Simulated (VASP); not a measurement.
Write the native input for VASP 6.6.1 that does the following.

```
Task                   : single point
Functional             : PBEsol
Potentials or basis    : VASP PAW PBE potentials, release 64 (Li_sv)
Cutoff                 : 520 eV
k mesh                 : 12 × 12 × 12
Occupations            : fermi-dirac, width 0.1 eV
Spin                   : no spin polarisation
Dipole correction      : no
Further INCAR settings : ALGO = Normal; EDIFF = 1e-06; NBANDS = 8
```

The structure of Li lies in POSCAR:

```
Li
1.0
    0.0000000000      2.1596429424      2.1596429424
    2.1596429424      0.0000000000      2.1596429424
    2.1596429424      2.1596429424      0.0000000000
Li
1
Direct
    0.0000000000      0.0000000000      0.0000000000
```

One way to write it, as run:

INCAR

```
SYSTEM = Li
PREC = Accurate
ENCUT = 520
EDIFF = 1E-6
ISMEAR = -1
SIGMA = 0.1
LREAL = .False.
LASPH = .True.
NELM = 100
ALGO = Normal
ISIF = 2
LWAVE = .False.
LCHARG = .False.
GGA = PS
NBANDS = 8
```

KPOINTS

```
Automatic mesh
0
Gamma
  12 12 12
  0 0 0
```

Potentials or basis: VASP PAW PBE potentials, release 64 (Li_sv).

The run is started by

```console
$ cat potpaw_PBE.64/Li_sv/POTCAR > POTCAR
$ mpirun -np 1 vasp_std > vasp.out
```

Wall time 18 s on 1 thread of AMD EPYC 7R13, on a shared host, peak memory 0.1 GiB.
